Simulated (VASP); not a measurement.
# Ta (Immm) in VASP: a series of runs

Runs on Ta. Level: PBE. Tasks: single point.

All numbers are computed with VASP 6.6.1; they aren't measurements. Logs are shortened: lines on timing, memory, paths and dates and some standing lists are left out, and cuts for length are marked.

## (1) The cell of the first run

It takes space group Immm (No. 71, orthorhombic). The conventional cell has a = 3.136 Å, b = 3.195 Å, c = 3.319 Å, α = 90.00°, β = 90.00°, γ = 90.00°. Ta (site symmetry mmm) has 14 Ta at 2.79 to 3.32 Å within 3.7 Å.

## (2) Single point, PBE (normal strain along x -0.0550, normal strain along z -0.0375)

INCAR reads:

```
ALGO = Fast
EDIFF = 1E-7
ENCUT = 520
GGA = PE
ISIF = 2
ISMEAR = 0
LASPH = True
LCHARG = False
LREAL = False
LWAVE = False
NBANDS = 12
NELM = 60
PREC = Accurate
SIGMA = 0.15
```

KPOINTS reads:

```
k-points
0
Gamma
  18 18 18
```

POSCAR reads:

```
Ta
1.0
   -1.5682119726      1.6594835689      1.5972529351
    1.5682119726     -1.6594835689      1.5972529351
    1.5682119726      1.6594835689     -1.5972529351
Ta
1
Direct
    0.0000000000      0.0000000000      0.0000000000
```

Potentials or basis: VASP PAW PBE potentials, release 64 (Ta_pv).

Started as:

```console
> cat potpaw_PBE.64/Ta_pv/POTCAR > POTCAR
> mpirun -np 1 vasp_std > vasp.out
```

OUTCAR:

```text
EDIFF = 1E-7
   ENCUT = 520
   GGA = PE
   ISIF = 2
   ISMEAR = 0
   LASPH = True
   LREAL = False
   NELM = 60
   PREC = Accurate

 ion  position               nearest neighbor table
   1  0.000  0.000  0.000-

  LATTYP: Found a body centered orthorhombic cell.
 ALAT       =     3.1364239452
 B/A-ratio  =     1.0185185185
 C/A-ratio  =     1.0582010582

  Lattice vectors:

 A1 = (  -1.5682119726,  -1.6594835689,   1.5972529351)
 A2 = (   1.5682119726,  -1.6594835689,  -1.5972529351)
 A3 = (   1.5682119726,   1.6594835689,   1.5972529351)

Analysis of symmetry for initial positions (statically):
=====================================================================
 Subroutine PRICEL returns:
 Original cell was already a primitive cell.

 Routine SETGRP: Setting up the symmetry group for a
 body centered orthorhombic supercell.

 Subroutine GETGRP returns: Found  8 space group operations
 (whereof  8 operations were pure point group operations)
 out of a pool of  8 trial point group operations.

The static configuration has the point symmetry D_2h.

Analysis of symmetry for dynamics (positions and initial velocities):
=====================================================================
 Subroutine PRICEL returns:
 Original cell was already a primitive cell.

 Routine SETGRP: Setting up the symmetry group for a
 body centered orthorhombic supercell.

 Subroutine GETGRP returns: Found  8 space group operations
 (whereof  8 operations were pure point group operations)
 out of a pool of  8 trial point group operations.

The dynamic configuration has the point symmetry D_2h.

 Subroutine INISYM returns: Found  8 space group operations
 (whereof  8 operations are pure point group operations),
 and found     1 'primitive' translations

----------------------------------------------------------------------------------------

                                     Primitive cell

  volume of cell :      16.6269

  direct lattice vectors                    reciprocal lattice vectors
    -1.568211973  1.659483569  1.597252935     0.000000000  0.301298554  0.313037459
     1.568211973 -1.659483569  1.597252935     0.318834449  0.000000000  0.313037459
     1.568211973  1.659483569 -1.597252935     0.318834449  0.301298554  0.000000000

  length of vectors
     2.786465762  2.786465762  2.786465762     0.434480459  0.446819714  0.438675534

  position of ions in fractional coordinates (direct lattice)
     0.000000000  0.000000000  0.000000000

  ion indices of the primitive-cell ions
   primitive index   ion index
[... 83 lines left out ...]
   PSTRESS=    0.0 pullay stress
   NELECT =      11.0000    total number of electrons
   NUPDOWN=      -1.0000    fix difference up-down
   EMIN   =  10.00;   EMAX   =-10.00  energy-range for DOS
   EFERMI =   0.00;   METHOD = LEGACY
   ISMEAR =     0;   SIGMA  =   0.15  broadening in eV -4-tet -1-fermi 0-gaus
   EFERMI_NEDOS =   21; number of points for ismear=-14 and -15
   IALGO  =     68    algorithm
   IMIX   =      4    mixing-type and parameters
     AMIX     =   0.40;   BMIX     =  1.00
     AMIX_MAG =   1.60;   BMIX_MAG =  1.00
  volume/ion in A,a.u.               =      16.63       112.20
  Fermi-wavevector in a.u.,A,eV,Ry     =   1.426490  2.695674 27.686120  2.034872
  Thomas-Fermi vector in A             =   2.546761
   LORBIT       =      0    0 simple, 1 ext, 2 COOP (PROOUT), +10 PAW based schemes
   GGA     = PE    functional components
   LHFCALC =     F    Hartree Fock is set to
   AEXX    =    0.0000 exact exchange contribution
   IVDW    =     0    specifies the selected vdW correction
   LEPSILON=     F    determine dielectric tensor
   LRPA    =     F    only Hartree local field effects (RPA)
 non-spin polarized calculation
 RMM-DIIS sequential band-by-band and
 Gauss-broadening in eV      SIGMA  =   0.15
  energy-cutoff  :      520.00
  volume of cell :       16.63
 maximum number of plane-waves:       466
 NGX is ok and might be reduce to    24
   NGX = 11   NGY = 11   NGZ = 11

 number of electron      11.0000000 magnetization

 Free energy of the ion-electron system (eV)
  ---------------------------------------------------
  ext. energy  EPLUGINS =         0.00000000
  ---------------------------------------------------
  free energy    TOTEN  =       -11.69941689 eV

  energy without entropy =      -11.68652470  energy(sigma->0) =      -11.69297079

 E-fermi :   6.1698     XC(G=0): -13.0321

 val. band max:        6.1687239935   @ k =  -0.2222   0.0556  -0.0000
 cond. band min:       6.1722047727   @ k =  -0.3333   0.3333   0.1667
 fundamental gap:      0.0034807792
 Fermi energy:         6.1697875880

 k-point     1 :       0.0000    0.0000    0.0000
  band No.  band energies     occupation
      1     -26.5969      2.00000
      2     -26.5905      2.00000
      3     -26.5838      2.00000
      4      -2.0607      2.00000
      5       6.5604      0.00023
      6       6.8318      0.00000
      7       7.3400      0.00000
      8       9.9430      0.00000
      9      10.8966      0.00000
     10      20.9814      0.00000
     11      21.6906      0.00000
     12      22.0611      0.00000
[... 331 lines left out ...]
 k-point    24 :      -0.2778    0.0556   -0.0000
  band No.  band energies     occupation
      1     -27.4031      2.00000
      2     -26.8187      2.00000
      3     -26.6031      2.00000
      4       0.4247      2.00000
      5       5.7102      1.99999
      6       5.8490      1.99751
      7       9.3040      0.00000
      8      10.0686      0.00000
      9      10.8261      0.00000
     10      21.1235      0.00000
     11      21.6540      0.00000
     12      23.8698      0.00000

 [... further k-points ...]

------------------------ aborting loop because EDIFF is reached ----------------------------------------

  FORCE on cell =-STRESS in cart. coord.  units (eV):
  Direction    XX          YY          ZZ          XY          YZ          ZX
  --------------------------------------------------------------------------------------
  -------------------------------------------------------------------------------------
  Total        2.7237924      1.8587128      2.4732736      0.0000000      0.0000000     -0.0000000
  in kB      262.4660737    179.1065441    238.3259562      0.0000000      0.0000000     -0.0000000
  external PRESSURE =     226.6328580 kB  Pullay stress =       0.0000000 kB

 VOLUME and BASIS-vectors are now :
 -----------------------------------------------------------------------------
  energy-cutoff  :      520.00
  volume of cell :       16.63
      direct lattice vectors                 reciprocal lattice vectors
    -1.568211973  1.659483569  1.597252935     0.000000000  0.301298554  0.313037459
     1.568211973 -1.659483569  1.597252935     0.318834449  0.000000000  0.313037459
     1.568211973  1.659483569 -1.597252935     0.318834449  0.301298554  0.000000000

 POSITION                                       TOTAL-FORCE (eV/Angst)
 -----------------------------------------------------------------------------------
      0.00000      0.00000      0.00000         0.000000     -0.000000      0.000000
 -----------------------------------------------------------------------------------
    total drift:                                0.000000      0.000000     -0.000000

  FREE ENERGIE OF THE ION-ELECTRON SYSTEM (eV)
  ---------------------------------------------------
  free  energy   TOTEN  =       -11.6994168931 eV

  energy  without entropy=      -11.6865246969  energy(sigma->0) =      -11.69297079
```

stdout:

```text
POSCAR found type information on POSCAR Ta
 POSCAR found :  1 types and       1 ions
 scaLAPACK will be used
 LDA part: xc-table for (Slater+PW92), standard interpolation
 POSCAR, INCAR and KPOINTS ok, starting setup
 FFT: planning ... GRIDC
 FFT: planning ... GRID_SOFT
 FFT: planning ... GRID
 WAVECAR not read
 entering main loop
WARNING in EDDRMM: call to ZHEGV failed, returncode =   6  3     11
WARNING in EDDRMM: call to ZHEGV failed, returncode =   8  4     12
WARNING in EDDRMM: call to ZHEGV failed, returncode =   6  3     12
WARNING in EDDRMM: call to ZHEGV failed, returncode =   6  3     12
WARNING in EDDRMM: call to ZHEGV failed, returncode =   8  4     12
WARNING in EDDRMM: call to ZHEGV failed, returncode =   8  4     12
WARNING in EDDRMM: call to ZHEGV failed, returncode =   8  4     11
WARNING in EDDRMM: call to ZHEGV failed, returncode =   8  4     11
WARNING in EDDRMM: call to ZHEGV failed, returncode =   8  4     10
WARNING in EDDRMM: call to ZHEGV failed, returncode =   8  4     12
WARNING in EDDRMM: call to ZHEGV failed, returncode =   8  4     12
WARNING in EDDRMM: call to ZHEGV failed, returncode =   8  4     12
```

Run time: 4.6 min. Hardware: 1 thread of Intel Xeon 8259CL, shared host; peak memory 0.28 GiB.

Results:

- Free energy: -11.6994 eV
- Pressure: 22.7 GPa
- Band gap on the k mesh: zero (an odd number of electrons rules out a gap without spin polarisation)

Stress tensor (GPa, compression positive):
```
26.25  0.00  0.00
 0.00 17.91  0.00
 0.00  0.00 23.83
```

Caveat: the cell differs from its parent crystal (normal strain along x -0.0550, normal strain along z -0.0375); the stress differs along the axes, from 18 to 26 GPa; spin-orbit coupling is left out, which moves the levels of the heavy elements.

## (3) Single point, PBE (normal strain along x -0.0275, normal strain along z -0.0375)

INCAR reads:

```
SYSTEM = Ta
  ALGO = Fast
  EDIFF = 1E-6
  ENCUT = 520
  GGA = PE
  ISIF = 2
  ISMEAR = 0
  LASPH = .TRUE.
  LCHARG = .FALSE.
  LREAL = .FALSE.
  LWAVE = .FALSE.
  NBANDS = 12
  NELM = 80
  PREC = Accurate
  SIGMA = 0.15
```

KPOINTS reads:

```
k-points
0
G
  18 18 18
  0 0 0
```

POSCAR reads:

```
Ta
1.0
   -1.6138477708      1.6594835689      1.5972529351
    1.6138477708     -1.6594835689      1.5972529351
    1.6138477708      1.6594835689     -1.5972529351
Ta
1
Direct
    0.0000000000      0.0000000000      0.0000000000
```

Potentials or basis: VASP PAW PBE potentials, release 64 (Ta_pv).

Started as:

```console
> cat potpaw_PBE.64/Ta_pv/POTCAR > POTCAR
> mpirun -np 1 vasp_std > vasp.out
```

Run time: 3.1 min. Hardware: 1 thread of Intel Xeon 8259CL, shared host; peak memory 0.29 GiB.

It converged, with:

* Free energy: -11.7627 eV
* Pressure: 14.9 GPa
* Band gap on the k mesh: zero (an odd number of electrons rules out a gap without spin polarisation)

Stress tensor (GPa, compression positive):
```
15.82  0.00  0.00
 0.00 11.90  0.00
 0.00  0.00 17.10
```

Levels at points of the mesh, in eV from the Fermi level:
| k point | band 3 | band 4 | band 5 | band 6 | band 7 | band 8 |
| --- | --- | --- | --- | --- | --- | --- |
| (0.00, 0.00, 0.00) | -32.87 | -8.12 | 0.52 | 0.66 | 1.03 | 3.85 |
| (0.50, 0.00, 0.00) | -32.88 | -4.62 | -1.62 | 1.79 | 3.89 | 5.26 |
| (0.00, 0.50, 0.00) | -32.91 | -4.62 | -2.00 | 2.00 | 4.49 | 5.41 |
| (0.50, 0.50, 0.00) | -32.87 | -4.63 | -1.48 | 1.71 | 3.75 | 5.10 |
| (0.50, 0.50, 0.50) | -33.78 | -4.18 | -4.07 | 7.16 | 7.29 | 7.33 |

Caveat: the cell differs from its parent crystal (normal strain along x -0.0275, normal strain along z -0.0375); the stress differs along the axes, from 12 to 17 GPa; spin-orbit coupling is left out, which moves the levels of the heavy elements.
